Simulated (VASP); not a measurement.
Input of a VASP 6.6.1 run:

The input POSCAR:

```
WSe2
1.0
    3.5132254224      0.0000000000      0.0000000000
   -1.7566127112      3.0425424650      0.0000000000
    0.0000000000      0.0000000000     16.0589636580
W Se
1 2
Direct
    0.0000000000      0.0000000000      0.0000000000
    0.3333333333      0.6666666667      0.0994448935
    0.3333333333      0.6666666667      0.9005551065
```

The input INCAR.step1:

```
SYSTEM = WSe2
PREC = Accurate
ENCUT = 520
ISMEAR = 0
SIGMA = 0.02
LREAL = .False.
LASPH = .True.
NELM = 100
NBANDS = 20
GGA = PE
ALGO = Normal
EDIFF = 1E-4
LWAVE = .True.
LCHARG = .False.
```

INCAR.step2

```
SYSTEM = WSe2
PREC = Accurate
ENCUT = 520
EDIFF = 1E-6
ISMEAR = 0
SIGMA = 0.02
LREAL = .False.
LASPH = .True.
NELM = 100
ALGO = Normal
ISIF = 2
LWAVE = .False.
LCHARG = .True.
METAGGA = R2SCAN
LMIXTAU = .True.
LELF = .True.
LVHAR = .True.
NBANDS = 20
ISTART = 1
```

Contents of KPOINTS:

```
regular mesh
0
Gamma
  12 12 2
  0 0 0
```

Potentials or basis: VASP PAW PBE potentials, release 64 (W_sv, Se).

The run is started by

```sh
$ cat potpaw_PBE.64/W_sv/POTCAR potpaw_PBE.64/Se/POTCAR > POTCAR
$ cp INCAR.step1 INCAR
$ mpirun -np 1 vasp_std > vasp.out
$ cp INCAR.step2 INCAR
$ mpirun -np 1 vasp_std > vasp.out
```

(1) Estimate the band gap on the k mesh.

(2) What does it give for the largest force?

Answers

(1) 0.68 eV, indirect (least direct gap 1.06 eV).

(2) 0.037 eV/Å.

Caveat: the cell differs from its parent crystal (biaxial strain in the a-b plane: +6.0 %, then relaxed in part); the PAW data sets were made with another functional, which shifts forces and pressure a little; spin-orbit coupling is left out, which moves the levels of the heavy elements.
